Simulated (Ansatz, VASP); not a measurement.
# LiAuS2: VASP beside Ansatz

```
Li S Au
1.0
    -3.69908    3.69908    2.87747
     3.69908   -3.69908    2.87747
     3.69908    3.69908   -2.87747
Li S Au
2 4 2
Cartesian
  0.0000 0.0000 4.3162
  0.0000 0.0000 1.4387
  4.9324 1.2333 0.0000
  2.4658 1.2333 2.8775
  -1.2333 2.4658 2.8775
  1.2333 2.4658 0.0000
  3.6991 0.0000 1.4387
  0.0000 3.6991 1.4387
```

Alike in both runs: task relaxation of cell and atoms; functional PBE; k mesh 4 × 4 × 4; occupations gaussian, width 0.1 eV; no spin polarisation.

|  | VASP | Ansatz |
| --- | --- | --- |
| version | VASP 6.6.1 | Ansatz 0.2.0 |
| potentials or method | VASP PAW PBE potentials, release 64 (Li_sv, S, Au), cutoff 600 eV | scalar-relativistic, plane waves, PAW |
| valence electrons in the cell | 52 | 68 |

```csv
,VASP,Ansatz,Ansatz less VASP
"gap on the k mesh at the Fermi level, each at its own relaxed structure (eV)",none,none,-
relaxed volume (Å³/atom),18.38,18.54,+0.163
relaxed cell length with the largest relative difference (Å),5.774,5.791,+0.0169
```

A gap of «none» marks a metal or a gap that the smearing closes. VASP's potentials hold 52 valence electrons a cell and Ansatz's 68, so a difference there can come from the potentials and not from the codes.

Neither program's run includes spin-orbit coupling. Noted on VASP's run: the cutoff is short for stress, so the pressure is rough.
